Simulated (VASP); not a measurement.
Runs of VASP 6.6.1 on Au. It takes space group Cmcm (No. 63, orthorhombic). Conventional cell: a = 2.823 Å, b = 5.112 Å, c = 4.893 Å, α = 90.00°, β = 90.00°, γ = 90.00°. Within 3.7 Å of Au (site symmetry m2m) lie 12 Au at 2.82 to 2.97 Å. 

| level | potentials or basis | U | smearing | gap on the mesh (eV) | pressure (GPa) | largest force (eV/Å) |
| --- | --- | --- | --- | --- | --- | --- |
| PBE+D4 | VASP PAW PBE potentials, release 64 (Au) | - | gaussian 0.1 eV | none | -2.4 | 0.02 |
| PBE | VASP PAW PBE potentials, release 64 (Au) | - | tetrahedron | none | (a) | - |
| LDA | VASP PAW LDA potentials, release 64 (Au) | - | gaussian 0.1 eV | none | -9.0 | 0.02 |
| PBE+U | VASP PAW PBE potentials, release 64 (Au) | Au d U = 5.6 eV | fermi-dirac 0.051704 eV | none | 1.7 | 0.01 |

Alike in all rows: task single point; no spin polarisation; cell as given; k mesh 6 × 6 × 4; cutoff (eV) 500.

Estimate the missing entries.

(a) 3.9.

Caveats: all runs use coarse meshes; spin-orbit coupling is left out, which moves the levels of the heavy elements; U without spin polarisation on a metal has little footing (at least some runs); the U is typed as a test and isn't derived for this compound (at least some runs).

A k mesh can miss the band edges, and the runs leave out spin-orbit coupling on Au.

A gap of «none» marks levels without a gap at the run's occupations.
